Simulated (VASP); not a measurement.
A run of VASP 6.6.1 is set up as follows.

Contents of INCAR:

```
PREC = Accurate
ENCUT = 520
EDIFF = 1E-7
ISMEAR = 0
SIGMA = 0.1
LREAL = F
LASPH = T
NELM = 80
ALGO = Normal
ISIF = 2
LWAVE = F
LCHARG = T
GGA = PE
LELF = T
LVHAR = T
NBANDS = 31
```

File KPOINTS:

```
Automatic mesh
0
Gamma
  4 4 4
```

The input POSCAR:

```
B10Pt
1.0
    4.6077067000      0.0000000000      0.0000000000
    0.0000000000      4.6077067000      0.0000000000
    0.0000000000      0.0000000000      4.3479415965
B Pt
10 1
Direct
    0.1929030750      0.1929030750      0.2088233613
    0.8070969250      0.8070969250      0.2088233613
    0.8070969250      0.1929030750      0.2088233613
    0.1929030750      0.8070969250      0.2088233613
    0.8070969250      0.1929030750      0.7911766387
    0.1929030750      0.8070969250      0.7911766387
    0.1929030750      0.1929030750      0.7911766387
    0.8070969250      0.8070969250      0.7911766387
    0.5000000000      0.5000000000      0.5000000000
    0.0000000000      0.0000000000      0.5000000000
    0.5000000000      0.5000000000      0.0000000000
```

Potentials or basis: VASP PAW PBE potentials, release 64 (B, Pt).

The run is started by

```bash
$ cat potpaw_PBE.64/B/POTCAR potpaw_PBE.64/Pt/POTCAR > POTCAR
$ mpirun -np 1 vasp_std > vasp.out
```

Estimate the largest force.

0.061 eV/Å.

What does it give for the band gap on the k mesh?

Zero (bands 20 and 21 overlap by 0.93 eV).

What does it give for the pressure?

-0.1 GPa.

Stress tensor (GPa, compression positive):
```
 0.11  0.00  0.00
 0.00  0.11  0.00
 0.00  0.00 -0.39
```

Caveat: the k points lie up to 0.36 Å⁻¹ apart, too coarse for converged energies and pressures of a metal; spin-orbit coupling is left out, which moves the levels of the heavy elements.
